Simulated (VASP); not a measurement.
Runs of VASP 6.6.1 on Ba. The structure is that of space group Im-3m (No. 229), or close to it. The cells are those of the table. 

```csv
level,potentials or basis,cell,gap on the mesh (eV),pressure (GPa)
PBE,"VASP PAW PBE potentials, release 64 (Ba_sv)","a = 4.367 Å, angles 109.5°, 1 atom",none,-0.1
PBE,"VASP PAW PBE potentials, release 64 (Ba_sv)","a = 4.259 Å, angles 109.5°, 1 atom",none,0.6
r2SCAN,"VASP PAW PBE potentials, release 64 (Ba_sv)","a = 4.511 Å, angles 109.5°, 1 atom",none,(a)
PBE,"VASP PAW PBE potentials, release 64 (Ba_sv)","a = 4.159 Å, angles 109.5°, 1 atom",none,1.5
PBE,"VASP PAW PBE potentials, release 64 (Ba_sv)","a = 4.330 Å, angles 109.5°, 1 atom",none,(b)
PBE,"VASP PAW PBE potentials, release 64 (Ba_sv)","a = 4.273 Å, angles 109.5°, 1 atom",none,0.5
LDA,"VASP PAW LDA potentials, release 64 (Ba_sv)","a = 4.427 Å, angles 109.5°, 1 atom",none,-1.6
```

Alike in all rows: task single point; no spin polarisation; k mesh 12 × 12 × 12; cutoff (eV) 520; smearing gaussian 0.1 eV.

**Question.** Estimate the missing entries.

**Answer.** (a) -0.6; (b) 0.2.

Caveats: spin-orbit coupling is left out, which moves the levels of the heavy elements; the PAW data sets were made with another functional, which shifts forces and pressure a little (at least some runs).

A k mesh can miss the band edges, and the runs leave out spin-orbit coupling on Ba.

A gap of «none» marks levels without a gap at the run's occupations.
